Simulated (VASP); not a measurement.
# SnSe2 (P-3m1) in VASP: a series of runs

The runs below take SnSe2 through single point, with r2SCAN.

All numbers are computed with VASP 6.6.1; they aren't measurements. Logs are shortened: lines on timing, memory, paths and dates and some standing lists are left out, and cuts for length are marked.

**1. The cell of the first run**

It takes space group P-3m1 (No. 164, trigonal). Conventional cell: a = 3.841 Å, b = 3.841 Å, c = 6.133 Å, α = 90.00°, β = 90.00°, γ = 120.00°. Sn (site symmetry -3m) has 6 Se at 2.71 Å within 3.6 Å. Se (site symmetry 3m) has 3 Sn at 2.71 Å and 12 Se at 3.73 to 3.84 Å within 3.9 Å.

**2. Single point, r2SCAN (strain along c alone, the other axes held: -6.0 %, then relaxed in part)**

File POSCAR:

```
SnSe2
1.0
    3.8405603077      0.0000000000      0.0000000000
   -1.9202801539      3.3260227912      0.0000000000
    0.0000000000      0.0000000000      6.1331539479
Sn Se
1 2
Direct
    0.0000000000      0.0000000000      0.0000000000
    0.6666666667      0.3333333333      0.7446286234
    0.3333333333      0.6666666667      0.2553713766
```

File INCAR.step1:

```
PREC = Accurate
ENCUT = 520
ISMEAR = 0
SIGMA = 0.02
LREAL = False
LASPH = True
NELM = 80
NBANDS = 20
GGA = PE
ALGO = Normal
EDIFF = 1E-4
LWAVE = True
LCHARG = False
```

File INCAR.step2:

```
PREC = Accurate
ENCUT = 520
EDIFF = 1E-6
ISMEAR = 0
SIGMA = 0.02
LREAL = False
LASPH = True
NELM = 80
ALGO = Normal
ISIF = 2
LWAVE = False
LCHARG = False
METAGGA = R2SCAN
LMIXTAU = True
NBANDS = 20
ISTART = 1
```

File KPOINTS:

```
Automatic mesh
0
Gamma
  12 12 4
```

Potentials or basis: VASP PAW PBE potentials, release 64 (Sn_d, Se).

Command:

```console
> cat potpaw_PBE.64/Sn_d/POTCAR potpaw_PBE.64/Se/POTCAR > POTCAR
> cp INCAR.step1 INCAR
> mpirun -np 1 vasp_std > vasp.out
> cp INCAR.step2 INCAR
> mpirun -np 1 vasp_std > vasp.out
```

OUTCAR:

```text
PREC = Accurate
   ENCUT = 520
   EDIFF = 1E-6
   ISMEAR = 0
   LREAL = False
   LASPH = True
   NELM = 80
   ISIF = 2
   METAGGA = R2SCAN
   ISTART = 1

 ion  position               nearest neighbor table
   1  0.000  0.000  0.000-   2 2.71   3 2.71   3 2.71   2 2.71   2 2.71   3 2.71
   2  0.667  0.333  0.745-   1 2.71   1 2.71   1 2.71
   3  0.333  0.667  0.255-   1 2.71   1 2.71   1 2.71

  LATTYP: Found a hexagonal cell.
 ALAT       =     3.8405603077
 C/A-ratio  =     1.5969424919

  Lattice vectors:

 A1 = (   3.8405603077,   0.0000000000,   0.0000000000)
 A2 = (  -1.9202801539,   3.3260227912,   0.0000000000)
 A3 = (   0.0000000000,   0.0000000000,   6.1331539479)

Analysis of symmetry for initial positions (statically):
=====================================================================
 Subroutine PRICEL returns:
 Original cell was already a primitive cell.

 Routine SETGRP: Setting up the symmetry group for a
 hexagonal supercell.

 Subroutine GETGRP returns: Found 12 space group operations
 (whereof 12 operations were pure point group operations)
 out of a pool of 24 trial point group operations.

The static configuration has the point symmetry D_3d.

Analysis of symmetry for dynamics (positions and initial velocities):
=====================================================================
 Subroutine PRICEL returns:
 Original cell was already a primitive cell.

 Routine SETGRP: Setting up the symmetry group for a
 hexagonal supercell.

 Subroutine GETGRP returns: Found 12 space group operations
 (whereof 12 operations were pure point group operations)
 out of a pool of 24 trial point group operations.

The dynamic configuration has the point symmetry D_3d.

 Subroutine INISYM returns: Found 12 space group operations
 (whereof 12 operations are pure point group operations),
 and found     1 'primitive' translations

----------------------------------------------------------------------------------------

                                     Primitive cell

  volume of cell :      78.3436

  direct lattice vectors                    reciprocal lattice vectors
     3.840560308  0.000000000  0.000000000     0.260378674  0.150329697  0.000000000
    -1.920280154  3.326022791  0.000000000     0.000000000  0.300659395  0.000000000
     0.000000000  0.000000000  6.133153948     0.000000000  0.000000000  0.163048247

  length of vectors
     3.840560308  3.840560308  6.133153948     0.300659395  0.300659395  0.163048247

  position of ions in fractional coordinates (direct lattice)
     0.000000000  0.000000000  0.000000000
     0.666666667  0.333333333  0.744628623
     0.333333333  0.666666667  0.255371377

  ion indices of the primitive-cell ions
   primitive index   ion index
                 1           1
                 2           2
                 3           3

----------------------------------------------------------------------------------------

 KPOINTS: Automatic mesh

Automatic generation of k-mesh.
 Grid dimensions read from file:
 generate k-points for:   12   12    4

 Generating k-lattice:

  Cartesian coordinates                     Fractional coordinates (reciprocal lattice)
     0.021698223  0.012527475  0.000000000     0.083333333  0.000000000  0.000000000
     0.000000000  0.025054950  0.000000000     0.000000000  0.083333333  0.000000000
     0.000000000  0.000000000  0.040762062     0.000000000  0.000000000  0.250000000

  Length of vectors
     0.025054950  0.025054950  0.040762062

  Shift w.r.t. Gamma in fractional coordinates (k-lattice)
     0.000000000  0.000000000  0.000000000

 Subroutine IBZKPT returns following result:
 ===========================================

 Found     69 irreducible k-points:

 Following reciprocal coordinates:
            Coordinates               Weight
  0.000000  0.000000  0.000000      1.000000
  0.083333  0.000000  0.000000      6.000000
  0.166667  0.000000  0.000000      6.000000
  0.250000  0.000000  0.000000      6.000000
  0.333333  0.000000  0.000000      6.000000
  0.416667  0.000000  0.000000      6.000000
[... 16 lines left out ...]
  0.166667  0.000000  0.250000      6.000000
  0.000000  0.166667  0.250000      6.000000
 [... further k-points ...]
   k-points           NKPTS =     69   k-points in BZ     NKDIM =     69   number of bands    NBANDS=     20
   number of dos      NEDOS =    301   number of ions     NIONS =      3
   total plane-waves  NPLWV =  43200
   dimension x,y,z NGX =    30 NGY =   30 NGZ =   48
   dimension x,y,z NGXF=    60 NGYF=   60 NGZF=   96
   ions per type =               1   2
   NGX,Y,Z   is equivalent  to a cutoff of  12.99, 12.99, 13.01 a.u.
   NGXF,Y,Z  is equivalent  to a cutoff of  25.97, 25.97, 26.02 a.u.
 SYSTEM =  unknown system
   PREC   = accura    normal or accurate (medium, high low for compatibility)
   ISTART =      1    job   : 0-new  1-cont  2-samecut
   ICHARG =      0    charge: 1-file 2-atom 10-const
   ISPIN  =      1    spin polarized calculation?
   LNONCOLLINEAR =      F non collinear calculations
   LSORBIT =      F    spin-orbit coupling
   LASPH  =      T    aspherical Exc in radial PAW
   ENCUT  =  520.0 eV  38.22 Ry    6.18 a.u.   7.14  7.14 11.40*2*pi/ulx,y,z
   NELM   =     80;   NELMIN=  2; NELMDL=  0     # of ELM steps
   EDIFF  = 0.1E-05   stopping-criterion for ELM
   LREAL  =      F    real-space projection
   EDIFFG = 0.1E-04   stopping-criterion for IOM
   NSW    =      0    number of steps for IOM
   IBRION =     -1    ionic relax: 0-MD 1-quasi-New 2-CG
   NFREE  =      0    steps in history (QN), initial steepest desc. (CG)
   ISIF   =      2    stress and relaxation
   ISYM   =      2    0-nonsym 1-usesym 2-fastsym
   POTIM  = 0.5000    time-step for ionic-motion
   TEBEG  =    0.0;   TEEND  =   0.0 temperature during run
   PSTRESS=    0.0 pullay stress
   NELECT =      26.0000    total number of electrons
   NUPDOWN=      -1.0000    fix difference up-down
   EMIN   =  10.00;   EMAX   =-10.00  energy-range for DOS
   EFERMI =   0.00;   METHOD = LEGACY
   ISMEAR =     0;   SIGMA  =   0.02  broadening in eV -4-tet -1-fermi 0-gaus
   EFERMI_NEDOS =   21; number of points for ismear=-14 and -15
   IALGO  =     38    algorithm
   IMIX   =      4    mixing-type and parameters
     AMIX     =   0.40;   BMIX     =  1.00
     AMIX_MAG =   1.60;   BMIX_MAG =  1.00
  volume/ion in A,a.u.               =      26.11       176.23
  Fermi-wavevector in a.u.,A,eV,Ry     =   1.133439  2.141889 17.479179  1.284683
  Thomas-Fermi vector in A             =   2.270141
   LORBIT       =      0    0 simple, 1 ext, 2 COOP (PROOUT), +10 PAW based schemes
   METAGGA = R2SCAN    functional components
   LHFCALC =     F    Hartree Fock is set to
   AEXX    =    0.0000 exact exchange contribution
   IVDW    =     0    specifies the selected vdW correction
   LEPSILON=     F    determine dielectric tensor
   LRPA    =     F    only Hartree local field effects (RPA)
 non-spin polarized calculation
 Gauss-broadening in eV      SIGMA  =   0.02
  energy-cutoff  :      520.00
  volume of cell :       78.34
 maximum number of plane-waves:      2127
 NGX is ok and might be reduce to    30
   NGX = 15   NGY = 15   NGZ = 23

 number of electron      25.9999996 magnetization

 Free energy of the ion-electron system (eV)
  ---------------------------------------------------
  ext. energy  EPLUGINS =         0.00000000
  ---------------------------------------------------
  free energy    TOTEN  =       -54.61985219 eV

  energy without entropy =      -54.61985219  energy(sigma->0) =      -54.61985219

 E-fermi :   3.9594     XC(G=0):  -9.9688

 val. band max:        3.8053343834   @ k =   0.0833   0.0833   0.0000
 cond. band min:       4.7424531999   @ k =   0.0000   0.4167   0.2500
 fundamental gap:      0.9371188165
 Fermi energy:         3.9594072368

 k-point     1 :       0.0000    0.0000    0.0000
  band No.  band energies     occupation
      1     -18.1607      2.00000
      2     -18.1607      2.00000
      3     -18.1070      2.00000
      4     -18.0982      2.00000
      5     -18.0981      2.00000
      6     -10.5507      2.00000
[... 12 lines left out ...]
     19      13.2768      0.00000
     20      13.2768      0.00000

 k-point     2 :       0.0833    0.0000    0.0000
  band No.  band energies     occupation
      1     -18.1642      2.00000
      2     -18.1586      2.00000
      3     -18.1053      2.00000
      4     -18.0995      2.00000
      5     -18.0976      2.00000
      6     -10.4812      2.00000
[... 12 lines left out ...]
     19      12.7425      0.00000
     20      13.3626      0.00000

 k-point     3 :       0.1667    0.0000    0.0000
  band No.  band energies     occupation
      1     -18.1744      2.00000
      2     -18.1532      2.00000
      3     -18.1047      2.00000
      4     -18.0982      2.00000
      5     -18.0954      2.00000
      6     -10.2774      2.00000
[... 12 lines left out ...]
     19      12.5212      0.00000
     20      13.5378      0.00000

 k-point     4 :       0.2500    0.0000    0.0000
  band No.  band energies     occupation
      1     -18.1891      2.00000
      2     -18.1475      2.00000
      3     -18.1092      2.00000
      4     -18.0907      2.00000
      5     -18.0903      2.00000
      6      -9.9556      2.00000
[... 12 lines left out ...]
     19      12.5281      0.00000
     20      13.9893      0.00000

 k-point     5 :       0.3333    0.0000    0.0000
  band No.  band energies     occupation
      1     -18.2043      2.00000
      2     -18.1437      2.00000
      3     -18.1137      2.00000
      4     -18.0841      2.00000
      5     -18.0819      2.00000
      6      -9.5525      2.00000
[... 12 lines left out ...]
     19      13.3002      0.00000
     20      14.3376      0.00000
[... 353 lines left out ...]
      6     -10.3874      2.00000
[... 12 lines left out ...]
     19      12.5855      0.00000
     20      13.2145      0.00000

 k-point    22 :       0.0000    0.0833    0.2500
  band No.  band energies     occupation
      1     -18.1642      2.00000
      2     -18.1586      2.00000
      3     -18.1052      2.00000
      4     -18.0995      2.00000
      5     -18.0976      2.00000
      6     -10.3873      2.00000
[... 12 lines left out ...]
     19      12.5249      0.00000
     20      12.9170      0.00000

 k-point    23 :       0.1667    0.0000    0.2500
  band No.  band energies     occupation
      1     -18.1744      2.00000
      2     -18.1532      2.00000
      3     -18.1046      2.00000
      4     -18.0982      2.00000
      5     -18.0954      2.00000
      6     -10.1858      2.00000
[... 12 lines left out ...]
     19      12.6159      0.00000
     20      13.5710      0.00000

 k-point    24 :       0.0000    0.1667    0.2500
  band No.  band energies     occupation
      1     -18.1744      2.00000
      2     -18.1532      2.00000
      3     -18.1047      2.00000
      4     -18.0982      2.00000
      5     -18.0954      2.00000
      6     -10.1854      2.00000
[... 12 lines left out ...]
     19      12.3459      0.00000
     20      13.1705      0.00000

 [... further k-points ...]

------------------------ aborting loop because EDIFF is reached ----------------------------------------

  FORCE on cell =-STRESS in cart. coord.  units (eV):
  Direction    XX          YY          ZZ          XY          YZ          ZX
  --------------------------------------------------------------------------------------
  -------------------------------------------------------------------------------------
  Total        0.3455700      0.3455700      0.7149202     -0.0000000      0.0000000      0.0000000
  in kB        7.0671269      7.0671269     14.6205760     -0.0000000      0.0000000      0.0000000
  external PRESSURE =       9.5849433 kB  Pullay stress =       0.0000000 kB

 VOLUME and BASIS-vectors are now :
 -----------------------------------------------------------------------------
  energy-cutoff  :      520.00
  volume of cell :       78.34
      direct lattice vectors                 reciprocal lattice vectors
     3.840560308  0.000000000  0.000000000     0.260378674  0.150329697  0.000000000
    -1.920280154  3.326022791  0.000000000     0.000000000  0.300659395  0.000000000
     0.000000000  0.000000000  6.133153948     0.000000000  0.000000000  0.163048247

 POSITION                                       TOTAL-FORCE (eV/Angst)
 -----------------------------------------------------------------------------------
      0.00000      0.00000      0.00000         0.000000      0.000000      0.000000
      1.92028      1.10867      4.56692        -0.000000      0.000000     -0.012371
     -0.00000      2.21735      1.56623         0.000000     -0.000000      0.012371
 -----------------------------------------------------------------------------------
    total drift:                                0.000000     -0.000000      0.000000

  FREE ENERGIE OF THE ION-ELECTRON SYSTEM (eV)
  ---------------------------------------------------
  free  energy   TOTEN  =       -54.6198521879 eV

  energy  without entropy=      -54.6198521879  energy(sigma->0) =      -54.61985219
```

Run time: 4.3 min. Hardware: 1 thread of Intel Xeon Platinum 8488C (Sapphire Rapids), shared host; peak memory 0.28 GiB.

What came out:

| Property | Result |
| --- | --- |
| Free energy | -54.6199 eV |
| Pressure | 1.0 GPa |
| Largest force | 0.012 eV/Å |
| Band gap on the k mesh | 0.94 eV (least direct gap 1.36 eV) |

Forces on the atoms (eV/Å):
```
Sn   0.000  0.000  0.000
Se   0.000  0.000 -0.012
Se   0.000  0.000  0.012
```

Stress tensor (GPa, compression positive):
```
0.71 0.00 0.00
0.00 0.71 0.00
0.00 0.00 1.46
```

Caveat: the cell differs from its parent crystal (strain along c alone, the other axes held: -6.0 %, then relaxed in part); the PAW data sets were made with another functional, which shifts forces and pressure a little; spin-orbit coupling is left out, which moves the levels of the heavy elements. A k mesh can miss the band edges.

[end of part 1 of 3]
